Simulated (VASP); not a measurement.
## Hf: single point with r2SCAN

Crystal: Hf.

```
Hf
1.0
    -1.69520    1.69520    1.69520
     1.69520   -1.69520    1.69520
     1.69520    1.69520   -1.69520
Hf
1
Direct
  0.00000 0.00000 0.00000
```

This isn't the form of Hf at room conditions, which is hcp.

```yaml
Program: VASP 6.6.1
Task: single point
Functional: r2SCAN
Potentials_or_basis: VASP PAW PBE potentials, release 64 (Hf_pv)
Cutoff: 520 eV
k_mesh: 16 × 16 × 16
Occupations: gaussian, width 0.1 eV
Spin: no spin polarisation
Dipole_correction: no
Further_INCAR_settings: ALGO = Normal; EDIFF = 1e-06; NBANDS = 11
```

| Property | Result |
| --- | --- |
| Pressure | 15.6 GPa |
| Band gap on the k mesh | zero (bands 5 and 6 overlap by 2.77 eV) |

Levels at points of the mesh, in eV from the Fermi level:
| k point | band 2 | band 3 | band 4 | band 5 | band 6 | band 7 | band 8 | band 9 |
| --- | --- | --- | --- | --- | --- | --- | --- | --- |
| (0.00, 0.00, 0.00) | -30.41 | -30.41 | -7.81 | 1.87 | 1.87 | 1.87 | 5.11 | 5.11 |
| (0.50, 0.00, 0.00) | -30.81 | -30.42 | -3.94 | -0.66 | 1.51 | 5.09 | 6.23 | 9.24 |
| (0.50, 0.50, 0.50) | -31.30 | -31.30 | -3.40 | -3.40 | 8.20 | 8.20 | 8.20 | 8.77 |

Wall time 120 s on 1 thread of Intel Xeon 8259CL, on a shared host, peak memory 0.17 GiB.

Caveat: the cell stands under pressure; the PAW data sets were made with another functional, which shifts forces and pressure a little; spin-orbit coupling is left out, which moves the levels of the heavy elements.
